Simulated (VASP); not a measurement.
# AgCl (Fm-3m) in VASP: notebook

The runs below take AgCl through single point, relaxation of the atoms, with PBE.

Everything below comes from runs of VASP 6.6.1. Logs are shortened: lines on timing, memory, paths and dates and some standing lists are left out, and cuts for length are marked.

### Step 1. The cell of the first run

Symmetry: Fm-3m, No. 225, cubic system. Conventional cell: a = 5.470 Å, b = 5.470 Å, c = 5.470 Å, α = 90.00°, β = 90.00°, γ = 90.00°. Within 3.6 Å of Ag (site symmetry m-3m) lie 6 Cl at 2.73 Å. Within 3.6 Å of Cl (site symmetry m-3m) lie 6 Ag at 2.73 Å.

### Step 2. Single point, PBE

The input, INCAR:

```
SYSTEM = AgCl
  PREC = Accurate
  ENCUT = 520
  EDIFF = 1E-6
  ISMEAR = -1
  SIGMA = 0.02
  LREAL = .FALSE.
  LASPH = .TRUE.
  NELM = 80
  ALGO = Normal
  ISIF = 2
  LWAVE = .FALSE.
  LCHARG = .TRUE.
  GGA = PE
  LELF = .TRUE.
  LVHAR = .TRUE.
  NBANDS = 16
```

The input, KPOINTS:

```
Automatic mesh
0
G
  9 9 9
  0 0 0
```

The input, POSCAR:

```
AgCl
1.0
    0.0000000000      2.7350000000      2.7350000000
    2.7350000000      0.0000000000      2.7350000000
    2.7350000000      2.7350000000      0.0000000000
Ag Cl
1 1
Direct
    0.0000000000      0.0000000000      0.0000000000
    0.5000000000      0.5000000000      0.5000000000
```

Potentials or basis: VASP PAW PBE potentials, release 64 (Ag, Cl).

Command:

```console
cat potpaw_PBE.64/Ag/POTCAR potpaw_PBE.64/Cl/POTCAR > POTCAR
mpirun -np 1 vasp_std > vasp.out
```

OUTCAR:

```text
SYSTEM = AgCl
   PREC = Accurate
   ENCUT = 520
   EDIFF = 1E-6
   ISMEAR = -1
   LREAL = .FALSE.
   LASPH = .TRUE.
   NELM = 80
   ISIF = 2
   GGA = PE

 ion  position               nearest neighbor table
   1  0.000  0.000  0.000-   2 2.73   2 2.73   2 2.73   2 2.73   2 2.73   2 2.73
   2  0.500  0.500  0.500-   1 2.73   1 2.73   1 2.73   1 2.73   1 2.73   1 2.73

  LATTYP: Found a face centered cubic cell.
 ALAT       =     5.4700000000

  Lattice vectors:

 A1 = (   0.0000000000,   2.7350000000,   2.7350000000)
 A2 = (   2.7350000000,   0.0000000000,   2.7350000000)
 A3 = (   2.7350000000,   2.7350000000,   0.0000000000)

Analysis of symmetry for initial positions (statically):
=====================================================================
 Subroutine PRICEL returns:
 Original cell was already a primitive cell.

 Routine SETGRP: Setting up the symmetry group for a
 face centered cubic supercell.

 Subroutine GETGRP returns: Found 48 space group operations
 (whereof 48 operations were pure point group operations)
 out of a pool of 48 trial point group operations.

The static configuration has the point symmetry O_h .

Analysis of symmetry for dynamics (positions and initial velocities):
=====================================================================
 Subroutine PRICEL returns:
 Original cell was already a primitive cell.

 Routine SETGRP: Setting up the symmetry group for a
 face centered cubic supercell.

 Subroutine GETGRP returns: Found 48 space group operations
 (whereof 48 operations were pure point group operations)
 out of a pool of 48 trial point group operations.

The dynamic configuration has the point symmetry O_h .

 Subroutine INISYM returns: Found 48 space group operations
 (whereof 48 operations are pure point group operations),
 and found     1 'primitive' translations

----------------------------------------------------------------------------------------

                                     Primitive cell

  volume of cell :      40.9168

  direct lattice vectors                    reciprocal lattice vectors
     0.000000000  2.735000000  2.735000000    -0.182815356  0.182815356  0.182815356
     2.735000000  0.000000000  2.735000000     0.182815356 -0.182815356  0.182815356
     2.735000000  2.735000000  0.000000000     0.182815356  0.182815356 -0.182815356

  length of vectors
     3.867874093  3.867874093  3.867874093     0.316645486  0.316645486  0.316645486

  position of ions in fractional coordinates (direct lattice)
     0.000000000  0.000000000  0.000000000
     0.500000000  0.500000000  0.500000000

  ion indices of the primitive-cell ions
   primitive index   ion index
                 1           1
                 2           2

----------------------------------------------------------------------------------------

 KPOINTS: Automatic mesh

Automatic generation of k-mesh.
 Grid dimensions read from file:
 generate k-points for:    9    9    9

 Generating k-lattice:

  Cartesian coordinates                     Fractional coordinates (reciprocal lattice)
    -0.020312817  0.020312817  0.020312817     0.111111111  0.000000000  0.000000000
     0.020312817 -0.020312817  0.020312817     0.000000000  0.111111111  0.000000000
     0.020312817  0.020312817 -0.020312817     0.000000000  0.000000000  0.111111111

  Length of vectors
     0.035182832  0.035182832  0.035182832

  Shift w.r.t. Gamma in fractional coordinates (k-lattice)
     0.000000000  0.000000000  0.000000000

 Subroutine IBZKPT returns following result:
 ===========================================

 Found     35 irreducible k-points:

 Following reciprocal coordinates:
            Coordinates               Weight
  0.000000  0.000000  0.000000      1.000000
  0.111111  0.000000  0.000000      8.000000
  0.222222  0.000000  0.000000      8.000000
  0.333333  0.000000  0.000000      8.000000
  0.444444  0.000000  0.000000      8.000000
  0.111111  0.111111  0.000000      6.000000
[... 16 lines left out ...]
 -0.333333  0.333333  0.000000     12.000000
  0.444444  0.444444  0.000000      6.000000
 [... further k-points ...]
   k-points           NKPTS =     35   k-points in BZ     NKDIM =     35   number of bands    NBANDS=     16
   number of dos      NEDOS =    301   number of ions     NIONS =      2
   total plane-waves  NPLWV =  27000
   dimension x,y,z NGX =    30 NGY =   30 NGZ =   30
   dimension x,y,z NGXF=    60 NGYF=   60 NGZF=   60
   ions per type =               1   1
   NGX,Y,Z   is equivalent  to a cutoff of  12.89, 12.89, 12.89 a.u.
   NGXF,Y,Z  is equivalent  to a cutoff of  25.79, 25.79, 25.79 a.u.
 SYSTEM =  AgCl
   PREC   = accura    normal or accurate (medium, high low for compatibility)
   ISTART =      0    job   : 0-new  1-cont  2-samecut
   ICHARG =      2    charge: 1-file 2-atom 10-const
   ISPIN  =      1    spin polarized calculation?
   LNONCOLLINEAR =      F non collinear calculations
   LSORBIT =      F    spin-orbit coupling
   LASPH  =      T    aspherical Exc in radial PAW
   ENCUT  =  520.0 eV  38.22 Ry    6.18 a.u.   7.19  7.19  7.19*2*pi/ulx,y,z
   NELM   =     80;   NELMIN=  2; NELMDL= -5     # of ELM steps
   EDIFF  = 0.1E-05   stopping-criterion for ELM
   LREAL  =      F    real-space projection
[... 7 lines left out ...]
   TEBEG  =    0.0;   TEEND  =   0.0 temperature during run
   PSTRESS=    0.0 pullay stress
   NELECT =      18.0000    total number of electrons
   NUPDOWN=      -1.0000    fix difference up-down
   EMIN   =  10.00;   EMAX   =-10.00  energy-range for DOS
   EFERMI =   0.00;   METHOD = LEGACY
   ISMEAR =    -1;   SIGMA  =   0.02  broadening in eV -4-tet -1-fermi 0-gaus
   EFERMI_NEDOS =   21; number of points for ismear=-14 and -15
   IALGO  =     38    algorithm
   IMIX   =      4    mixing-type and parameters
     AMIX     =   0.40;   BMIX     =  1.00
     AMIX_MAG =   1.60;   BMIX_MAG =  1.00
  volume/ion in A,a.u.               =      20.46       138.06
  Fermi-wavevector in a.u.,A,eV,Ry     =   1.245083  2.352866 21.092186  1.550232
  Thomas-Fermi vector in A             =   2.379321
   LORBIT       =      0    0 simple, 1 ext, 2 COOP (PROOUT), +10 PAW based schemes
   GGA     = PE    functional components
   LHFCALC =     F    Hartree Fock is set to
   AEXX    =    0.0000 exact exchange contribution
   IVDW    =     0    specifies the selected vdW correction
   LEPSILON=     F    determine dielectric tensor
   LRPA    =     F    only Hartree local field effects (RPA)
 non-spin polarized calculation
  energy-cutoff  :      520.00
  volume of cell :       40.92
 maximum number of plane-waves:      1118
 NGX is ok and might be reduce to    30
   NGX = 15   NGY = 15   NGZ = 15

 number of electron      18.0000002 magnetization

 Free energy of the ion-electron system (eV)
  ---------------------------------------------------
  ext. energy  EPLUGINS =         0.00000000
  ---------------------------------------------------
  free energy    TOTEN  =        -5.36564854 eV

  energy without entropy =       -5.36564854  energy(sigma->0) =       -5.36564854

 E-fermi :   4.7639     XC(G=0): -10.1850

 val. band max:        4.3072155828   @ k =   0.4444   0.0000   0.0000
 cond. band min:       5.2593794107   @ k =   0.0000   0.0000   0.0000
 fundamental gap:      0.9521638279
 Fermi energy:         4.7638671306

 k-point     1 :       0.0000    0.0000    0.0000
  band No.  band energies     occupation
      1     -11.0785      2.00000
      2       1.7426      2.00000
      3       1.7426      2.00000
      4       1.7426      2.00000
      5       1.7860      2.00000
      6       1.7860      2.00000
[... 8 lines left out ...]
     15      17.9238      0.00000
     16      17.9238      0.00000

 k-point     2 :       0.1111    0.0000    0.0000
  band No.  band energies     occupation
      1     -11.0250      2.00000
      2       1.0996      2.00000
      3       1.1255      2.00000
      4       1.1255      2.00000
      5       1.7913      2.00000
      6       1.7913      2.00000
[... 8 lines left out ...]
     15      16.5684      0.00000
     16      17.1960      0.00000

 k-point     3 :       0.2222    0.0000    0.0000
  band No.  band energies     occupation
      1     -10.8846      2.00000
      2       0.1259      2.00000
      3       0.5564      2.00000
      4       0.5564      2.00000
      5       1.9071      2.00000
      6       1.9071      2.00000
[... 8 lines left out ...]
     15      16.5223      0.00000
     16      17.1055      0.00000

 k-point     4 :       0.3333    0.0000    0.0000
  band No.  band energies     occupation
      1     -10.7150      2.00000
      2      -0.7054      2.00000
      3       0.1543      2.00000
      4       0.1543      2.00000
      5       2.0441      2.00000
      6       2.0441      2.00000
[... 8 lines left out ...]
     15      17.1950      0.00000
     16      17.2538      0.00000

 k-point     5 :       0.4444    0.0000    0.0000
  band No.  band energies     occupation
      1     -10.5978      2.00000
      2      -1.1748      2.00000
      3      -0.0533      2.00000
      4      -0.0533      2.00000
      5       2.1367      2.00000
      6       2.1367      2.00000
[... 8 lines left out ...]
     15      17.9283      0.00000
     16      17.9283      0.00000

 k-point     6 :       0.1111    0.1111    0.0000
  band No.  band energies     occupation
      1     -11.0088      2.00000
      2       0.6122      2.00000
      3       1.3892      2.00000
      4       1.3892      2.00000
      5       1.6993      2.00000
      6       1.8099      2.00000
[... 8 lines left out ...]
     15      18.1144      0.00000
     16      18.3747      0.00000
[... 267 lines left out ...]
 k-point    21 :       0.4444    0.3333    0.0000
  band No.  band energies     occupation
      1     -10.6028      2.00000
      2      -0.4673      2.00000
      3       0.6414      2.00000
      4       0.7732      2.00000
      5       1.6193      2.00000
      6       2.1691      2.00000
[... 8 lines left out ...]
     15      19.4940      0.00000
     16      20.0833      0.00000

 k-point    22 :      -0.4444    0.3333    0.0000
  band No.  band energies     occupation
      1     -10.5502      2.00000
      2      -0.3013      2.00000
      3       0.0621      2.00000
      4       0.3923      2.00000
      5       1.8365      2.00000
      6       2.2256      2.00000
[... 8 lines left out ...]
     15      18.4580      0.00000
     16      20.0540      0.00000

 k-point    23 :      -0.3333    0.3333    0.0000
  band No.  band energies     occupation
      1     -10.5415      2.00000
      2      -0.5148      2.00000
      3       0.0011      2.00000
      4       0.1181      2.00000
      5       2.0271      2.00000
      6       2.1662      2.00000
[... 8 lines left out ...]
     15      17.4107      0.00000
     16      20.8051      0.00000

 k-point    24 :       0.4444    0.4444    0.0000
  band No.  band energies     occupation
      1     -10.5800      2.00000
      2      -0.3427      2.00000
      3       1.0624      2.00000
      4       1.0624      2.00000
      5       1.3902      2.00000
      6       1.9878      2.00000
[... 8 lines left out ...]
     15      19.7893      0.00000
     16      19.7894      0.00000

 [... further k-points ...]
[... 5 lines left out ...]
  --------------------------------------------------------------------------------------
  -------------------------------------------------------------------------------------
  Total        0.9629970      0.9629970      0.9629970      0.0000000      0.0000000     -0.0000000
  in kB       37.7080014     37.7080014     37.7080014      0.0000000      0.0000000     -0.0000000
  external PRESSURE =      37.7080014 kB  Pullay stress =       0.0000000 kB

 VOLUME and BASIS-vectors are now :
 -----------------------------------------------------------------------------
  energy-cutoff  :      520.00
  volume of cell :       40.92
      direct lattice vectors                 reciprocal lattice vectors
     0.000000000  2.735000000  2.735000000    -0.182815356  0.182815356  0.182815356
     2.735000000  0.000000000  2.735000000     0.182815356 -0.182815356  0.182815356
     2.735000000  2.735000000  0.000000000     0.182815356  0.182815356 -0.182815356

 POSITION                                       TOTAL-FORCE (eV/Angst)
 -----------------------------------------------------------------------------------
      0.00000      0.00000      0.00000         0.000000     -0.000000     -0.000000
      2.73500      2.73500      2.73500        -0.000000      0.000000      0.000000
 -----------------------------------------------------------------------------------
    total drift:                               -0.000000      0.000000      0.000000

  FREE ENERGIE OF THE ION-ELECTRON SYSTEM (eV)
  ---------------------------------------------------
  free  energy   TOTEN  =        -5.3656485387 eV

  energy  without entropy=       -5.3656485387  energy(sigma->0) =       -5.36564854
```

Wall time 23 s (1 thread of Intel Xeon Platinum 8259CL at 2.50GHz (Skylake/Cascade Lake), shared host); peak memory 0.17 GiB.

What came out:

* Free energy: -5.3656 eV
* Pressure: 3.8 GPa
* Band gap on the k mesh: 0.95 eV (least direct gap 3.28 eV)

Levels at points of the mesh, in eV from the valence-band top:
```
           k point  band 6  band 7  band 8  band 9  band 10  band 11  band 12  band 13
(0.00, 0.00, 0.00)   -2.52   -2.45   -2.45   -2.45     0.95    10.89    10.89    10.89
```

Caveat: the cell stands under pressure; an odd mesh through Γ misses points on the zone boundary, where band edges can lie.

### Step 3. Relaxation of the atoms, PBE

The input, INCAR:

```
  PREC = Accurate
  ENCUT = 520
  EDIFF = 1E-6
  ISMEAR = -1
  SIGMA = 0.02
  LREAL = False
  LASPH = True
  NELM = 100
  ALGO = Normal
  ISIF = 2
  LWAVE = False
  LCHARG = False
  GGA = PE
  IBRION = 2
  NSW = 80
  EDIFFG = -0.02
```

The input, KPOINTS:

```
regular mesh
0
Gamma
  9 9 9
```

POSCAR is that of step 2.

Potentials or basis: VASP PAW PBE potentials, release 64 (Ag, Cl).

Command:

```console
cat potpaw_PBE.64/Ag/POTCAR potpaw_PBE.64/Cl/POTCAR > POTCAR
mpirun -np 1 vasp_std > vasp.out
```

It took 17 s on 1 thread of Intel Xeon Platinum 8259CL at 2.50GHz (Skylake/Cascade Lake), shared host; peak memory 0.17 GiB.

The run converged. Its results:

* Free energy: -5.3656 eV
* Pressure after relaxing: 3.8 GPa
* Band gap on the k mesh: 0.95 eV (least direct gap 3.28 eV)

Final structure:
```cif
data_structure
_symmetry_space_group_name_H-M 'P 1'
_symmetry_Int_Tables_number 1
_cell_length_a 3.8679
_cell_length_b 3.8679
_cell_length_c 3.8679
_cell_angle_alpha 60.000
_cell_angle_beta 60.000
_cell_angle_gamma 60.000
_cell_volume 40.92
loop_
_atom_site_label
_atom_site_type_symbol
_atom_site_fract_x
_atom_site_fract_y
_atom_site_fract_z
_atom_site_occupancy
Ag1 Ag 0.00000 0.00000 0.00000 1
Cl1 Cl 0.50000 0.50000 0.50000 1
```

Levels at points of the mesh, in eV from the valence-band top:
```csv
k point,band 7,band 8,band 9,band 10,band 11,band 12
"(0.00, 0.00, 0.00)",-2.45,-2.45,-2.45,0.95,10.89,10.89
```

Caveat: the relaxation stopped at its first step, so nothing moved; an odd mesh through Γ misses points on the zone boundary, where band edges can lie.
